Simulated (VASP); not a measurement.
Crystal: SrO.

```
CELL_PARAMETERS angstrom
0.00000 2.58378 2.58378
2.58378 0.00000 2.58378
2.58378 2.58378 0.00000
ATOMIC_POSITIONS crystal
Sr 0.50000 0.50000 0.50000
O 0.00000 0.00000 0.00000
```

```yaml
Program: VASP 6.6.1
Task: relaxation of cell and atoms
Functional: PBEsol
Potentials_or_basis: VASP PAW PBE potentials, release 64 (Sr_sv, O)
Cutoff: 600 eV
k_mesh: 8 × 8 × 8
Occupations: gaussian, width 0.02 eV
Spin: no spin polarisation
```

At the start: pressure -1.8 GPa; volume 17.25 Å³/atom.

Q: Where does the relaxation end?

A: Over 3 steps the energy falls by 2.1 meV/atom and the volume is 16.90 Å³/atom (-2.0 %); space group Fm-3m (No. 225, to 0.05 Å).

Step by step:
```tsv
step	energy change (eV)	largest force (eV/Å)	pressure (GPa)	volume (Å³)
1	0.0000	0.0000	-1.83	34.50
2	-0.0034	0.0000	0.78	33.52
3	-0.0041	0.0000	0.00	33.80
```

Final structure:
```yaml
crystal:
  lattice:
    - [0.00000, 2.56612, 2.56612]
    - [2.56612, 0.00000, 2.56612]
    - [2.56612, 2.56612, 0.00000]
  atoms:
    - { symbol: Sr, position: [0.50000, 0.50000, 0.50000] }
    - { symbol: O, position: [0.00000, 0.00000, 0.00000] }
```

Caveat: the PAW data sets were made with another functional, which shifts forces and pressure a little.
